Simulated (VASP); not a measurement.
# GePt (P6/mmm) in VASP: a series of runs, part 3 of 3

VASP 6.6.1. Earlier steps stand in the parts before.

## Step 5: Single point, PBE

File INCAR:

```
SYSTEM = GePt
ALGO     = Normal         ! electronic algorithm
EDIFF    = 1E-6           ! SCF threshold, eV
ENCUT    = 500            ! plane-wave cutoff, eV
GGA      = PE             ! functional
GGA_COMPAT= .False.      
ISIF     = 2              ! what is computed and relaxed
ISMEAR   = 0              ! smearing method
LASPH    = .True.         ! aspherical terms in the spheres
LCHARG   = .True.         ! write CHGCAR
LELF     = .True.         ! ELF
LREAL    = .False.        ! projectors in reciprocal space
LVHAR    = .True.       
LWAVE    = .False.        ! write WAVECAR
NBANDS   = 23             ! bands
NELM     = 120            ! most SCF steps
PREC     = Accurate       ! precision mode
SIGMA    = 0.1            ! smearing width, eV
```

File KPOINTS:

```
k-points
0
Gamma
  6 6 4
  0 0 0
```

File POSCAR:

```
GePt
1.0
    2.7920621897      0.0000000000      0.0000000000
   -1.3960310948      2.4179967852      0.0000000000
    0.0000000000      0.0000000000      5.0860580491
Ge Pt
1 1
Direct
    0.0000000000      0.0000000000      0.0000000000
    0.0000000000      0.0000000000      0.5000000000
```

Potentials or basis: VASP PAW PBE potentials, release 64 (Ge_d, Pt_sv_GW).

Launch:

```console
$ cat potpaw_PBE.64/Ge_d/POTCAR potpaw_PBE.64/Pt_sv_GW/POTCAR > POTCAR
$ mpirun -np 1 vasp_std > vasp.out
```

OUTCAR:

```text
SYSTEM = GePt
   EDIFF = 1E-6
   ENCUT = 500
   GGA = PE
   ISIF = 2
   ISMEAR = 0
   LASPH = .True.
   LREAL = .False.
   NELM = 120
   PREC = Accurate

 ion  position               nearest neighbor table
   1  0.000  0.000  0.000-   2 2.54   2 2.54
   2  0.000  0.000  0.500-   1 2.54   1 2.54

  LATTYP: Found a hexagonal cell.
 ALAT       =     2.7920621897
 C/A-ratio  =     1.8216134540

  Lattice vectors:

 A1 = (   2.7920621897,   0.0000000000,   0.0000000000)
 A2 = (  -1.3960310948,   2.4179967852,   0.0000000000)
 A3 = (   0.0000000000,   0.0000000000,   5.0860580491)

Analysis of symmetry for initial positions (statically):
=====================================================================
 Subroutine PRICEL returns:
 Original cell was already a primitive cell.

 Routine SETGRP: Setting up the symmetry group for a
 hexagonal supercell.

 Subroutine GETGRP returns: Found 24 space group operations
 (whereof 24 operations were pure point group operations)
 out of a pool of 24 trial point group operations.

The static configuration has the point symmetry D_6h.

Analysis of symmetry for dynamics (positions and initial velocities):
=====================================================================
 Subroutine PRICEL returns:
 Original cell was already a primitive cell.

 Routine SETGRP: Setting up the symmetry group for a
 hexagonal supercell.

 Subroutine GETGRP returns: Found 24 space group operations
 (whereof 24 operations were pure point group operations)
 out of a pool of 24 trial point group operations.

The dynamic configuration has the point symmetry D_6h.

 Subroutine INISYM returns: Found 24 space group operations
 (whereof 24 operations are pure point group operations),
 and found     1 'primitive' translations

----------------------------------------------------------------------------------------

                                     Primitive cell

  volume of cell :      34.3370

  direct lattice vectors                    reciprocal lattice vectors
     2.792062190  0.000000000  0.000000000     0.358158211  0.206782740  0.000000000
    -1.396031095  2.417996785  0.000000000     0.000000000  0.413565480  0.000000000
     0.000000000  0.000000000  5.086058049     0.000000000  0.000000000  0.196615923

  length of vectors
     2.792062190  2.792062190  5.086058049     0.413565480  0.413565480  0.196615923

  position of ions in fractional coordinates (direct lattice)
     0.000000000  0.000000000  0.000000000
     0.000000000  0.000000000  0.500000000

  ion indices of the primitive-cell ions
   primitive index   ion index
                 1           1
                 2           2

----------------------------------------------------------------------------------------

 KPOINTS: k-points

Automatic generation of k-mesh.
 Grid dimensions read from file:
 generate k-points for:    6    6    4

 Generating k-lattice:

  Cartesian coordinates                     Fractional coordinates (reciprocal lattice)
     0.059693035  0.034463790  0.000000000     0.166666667  0.000000000  0.000000000
     0.000000000  0.068927580  0.000000000     0.000000000  0.166666667  0.000000000
     0.000000000  0.000000000  0.049153981     0.000000000  0.000000000  0.250000000

  Length of vectors
     0.068927580  0.068927580  0.049153981

  Shift w.r.t. Gamma in fractional coordinates (k-lattice)
     0.000000000  0.000000000  0.000000000

 Subroutine IBZKPT returns following result:
 ===========================================

 Found     21 irreducible k-points:

 Following reciprocal coordinates:
            Coordinates               Weight
  0.000000  0.000000  0.000000      1.000000
  0.166667  0.000000  0.000000      6.000000
  0.333333  0.000000  0.000000      6.000000
  0.500000  0.000000  0.000000      3.000000
  0.166667  0.166667  0.000000      6.000000
  0.333333  0.166667  0.000000     12.000000
[... 13 lines left out ...]
  0.333333  0.166667  0.500000     12.000000
  0.333333  0.333333  0.500000      2.000000
   k-points           NKPTS =     21   k-points in BZ     NKDIM =     21   number of bands    NBANDS=     23
   number of dos      NEDOS =    301   number of ions     NIONS =      2
   total plane-waves  NPLWV =  16000
   dimension x,y,z NGX =    20 NGY =   20 NGZ =   40
   dimension x,y,z NGXF=    40 NGYF=   40 NGZF=   80
   ions per type =               1   1
   NGX,Y,Z   is equivalent  to a cutoff of  11.91, 11.91, 13.07 a.u.
   NGXF,Y,Z  is equivalent  to a cutoff of  23.82, 23.82, 26.15 a.u.
 SYSTEM =  GePt
   PREC   = accura    normal or accurate (medium, high low for compatibility)
   ISTART =      0    job   : 0-new  1-cont  2-samecut
   ICHARG =      2    charge: 1-file 2-atom 10-const
   ISPIN  =      1    spin polarized calculation?
   LNONCOLLINEAR =      F non collinear calculations
   LSORBIT =      F    spin-orbit coupling
   LASPH  =      T    aspherical Exc in radial PAW
   ENCUT  =  500.0 eV  36.75 Ry    6.06 a.u.   5.09  5.09  9.27*2*pi/ulx,y,z
   NELM   =    120;   NELMIN=  2; NELMDL= -5     # of ELM steps
   EDIFF  = 0.1E-05   stopping-criterion for ELM
   LREAL  =      F    real-space projection
   EDIFFG = 0.1E-04   stopping-criterion for IOM
   NSW    =      0    number of steps for IOM
   IBRION =     -1    ionic relax: 0-MD 1-quasi-New 2-CG
   NFREE  =      0    steps in history (QN), initial steepest desc. (CG)
   ISIF   =      2    stress and relaxation
   ISYM   =      2    0-nonsym 1-usesym 2-fastsym
   POTIM  = 0.5000    time-step for ionic-motion
   TEBEG  =    0.0;   TEEND  =   0.0 temperature during run
   PSTRESS=    0.0 pullay stress
   NELECT =      32.0000    total number of electrons
   NUPDOWN=      -1.0000    fix difference up-down
   EMIN   =  10.00;   EMAX   =-10.00  energy-range for DOS
   EFERMI =   0.00;   METHOD = LEGACY
   ISMEAR =     0;   SIGMA  =   0.10  broadening in eV -4-tet -1-fermi 0-gaus
   EFERMI_NEDOS =   21; number of points for ismear=-14 and -15
   IALGO  =     38    algorithm
   IMIX   =      4    mixing-type and parameters
     AMIX     =   0.40;   BMIX     =  1.00
     AMIX_MAG =   1.60;   BMIX_MAG =  1.00
  volume/ion in A,a.u.               =      17.17       115.86
  Fermi-wavevector in a.u.,A,eV,Ry     =   1.599082  3.021827 34.790965  2.557064
  Thomas-Fermi vector in A             =   2.696431
   LORBIT       =      0    0 simple, 1 ext, 2 COOP (PROOUT), +10 PAW based schemes
   GGA     = PE    functional components
   LHFCALC =     F    Hartree Fock is set to
   AEXX    =    0.0000 exact exchange contribution
   IVDW    =     0    specifies the selected vdW correction
   LEPSILON=     F    determine dielectric tensor
   LRPA    =     F    only Hartree local field effects (RPA)
 non-spin polarized calculation
 Gauss-broadening in eV      SIGMA  =   0.10
  energy-cutoff  :      500.00
  volume of cell :       34.34
 maximum number of plane-waves:       894
   NGX = 11   NGY = 11   NGZ = 19

 number of electron      32.0000005 magnetization

 Free energy of the ion-electron system (eV)
  ---------------------------------------------------
  ext. energy  EPLUGINS =         0.00000000
  ---------------------------------------------------
  free energy    TOTEN  =       -10.67832310 eV

  energy without entropy =      -10.67147867  energy(sigma->0) =      -10.67490088

 E-fermi :   8.0091     XC(G=0): -12.4414

 val. band max:        7.9944934550   @ k =   0.1667   0.1667   0.0000
 cond. band min:       8.0760171786   @ k =   0.3333   0.1667   0.0000
 fundamental gap:      0.0815237236
 Fermi energy:         8.0090932477

 k-point     1 :       0.0000    0.0000    0.0000
  band No.  band energies     occupation
      1     -90.0999      2.00000
      2     -44.3529      2.00000
      3     -44.0892      2.00000
      4     -44.0892      2.00000
      5     -16.7340      2.00000
      6     -16.7340      2.00000
[... 15 lines left out ...]
     22      24.2991      0.00000
     23      24.2991      0.00000

 k-point     2 :       0.1667    0.0000    0.0000
  band No.  band energies     occupation
      1     -90.0948      2.00000
      2     -44.3421      2.00000
      3     -44.1723      2.00000
      4     -44.1099      2.00000
      5     -16.7466      2.00000
      6     -16.6958      2.00000
[... 486 lines left out ...]
 k-point    21 :       0.3333    0.3333    0.5000
  band No.  band energies     occupation
      1     -90.0784      2.00000
      2     -44.3224      2.00000
      3     -44.3224      2.00000
      4     -44.3074      2.00000
      5     -16.6683      2.00000
      6     -16.6683      2.00000
[... 15 lines left out ...]
     22      21.7056      0.00000
     23      21.9727      0.00000

------------------------ aborting loop because EDIFF is reached ----------------------------------------

  FORCE on cell =-STRESS in cart. coord.  units (eV):
  Direction    XX          YY          ZZ          XY          YZ          ZX
  --------------------------------------------------------------------------------------
  -------------------------------------------------------------------------------------
  Total       -0.3244447     -0.3244447     -0.2088151     -0.0000000      0.0000000      0.0000000
  in kB      -15.1387174    -15.1387174     -9.7433960     -0.0000000      0.0000000      0.0000000
  external PRESSURE =     -13.3402769 kB  Pullay stress =       0.0000000 kB

 VOLUME and BASIS-vectors are now :
 -----------------------------------------------------------------------------
  energy-cutoff  :      500.00
  volume of cell :       34.34
      direct lattice vectors                 reciprocal lattice vectors
     2.792062190  0.000000000  0.000000000     0.358158211  0.206782740  0.000000000
    -1.396031095  2.417996785  0.000000000     0.000000000  0.413565480  0.000000000
     0.000000000  0.000000000  5.086058049     0.000000000  0.000000000  0.196615923

 POSITION                                       TOTAL-FORCE (eV/Angst)
 -----------------------------------------------------------------------------------
      0.00000      0.00000      0.00000         0.000000      0.000000      0.000000
      0.00000      0.00000      2.54303        -0.000000      0.000000      0.000000
 -----------------------------------------------------------------------------------
    total drift:                               -0.000000      0.000000      0.000000

  FREE ENERGIE OF THE ION-ELECTRON SYSTEM (eV)
  ---------------------------------------------------
  free  energy   TOTEN  =       -10.6783231011 eV

  energy  without entropy=      -10.6714786679  energy(sigma->0) =      -10.67490088
```

Wall time 23 s (1 thread of AMD EPYC 7R13 (Zen 3), shared host); peak memory 0.12 GiB.

Results:

| Item | Value |
| --- | --- |
| Free energy | -10.6783 eV |
| Pressure | -1.3 GPa |
| Band gap on the k mesh | zero (band 16 reaches 8.64 eV, above the bottom of band 17 at 6.98 eV) |

Stress tensor (GPa, compression positive):
```
-1.51  0.00  0.00
 0.00 -1.51  0.00
 0.00  0.00 -0.97
```

Caveat: the k points lie up to 0.43 Å⁻¹ apart; spin-orbit coupling is left out, which moves the levels of the heavy elements.

## Step 6: Summary

```tsv
task	potentials or basis	cell	cutoff (eV)	second run	gap on the mesh (eV)	pressure (GPa)
single point	VASP PAW PBE potentials, release 64 (Ge_d, Pt)	a = 2.792, b = 2.792, c = 5.086 Å, angles 90.0, 90.0, 120.0°, 2 atoms	520	-	none	0.1
single point	VASP PAW PBE potentials, release 64 (Ge_d, Pt)	a = 3.178, b = 3.178, c = 4.046 Å, angles 90.0, 90.0, 120.0°, 2 atoms	520	-	none	59.1
relaxation of cell and atoms	VASP PAW PBE potentials, release 64 (Ge_d, Pt)	relaxed from a = 3.178, b = 3.178, c = 4.046 Å, angles 90.0, 90.0, 120.0°, 2 atoms	600	-	none	-0.2
single point	VASP PAW PBE potentials, release 64 (Ge_d, Pt_sv_GW)	a = 2.792, b = 2.792, c = 5.086 Å, angles 90.0, 90.0, 120.0°, 2 atoms	500	valence_matched	none	-1.3
```

Alike in all rows: level PBE; no spin polarisation; k mesh 6 × 6 × 4; smearing gaussian 0.1 eV.

Caveats: all runs use coarse meshes; spin-orbit coupling is left out, which moves the levels of the heavy elements.

Absolute energies hang on the potentials; compare differences alone.
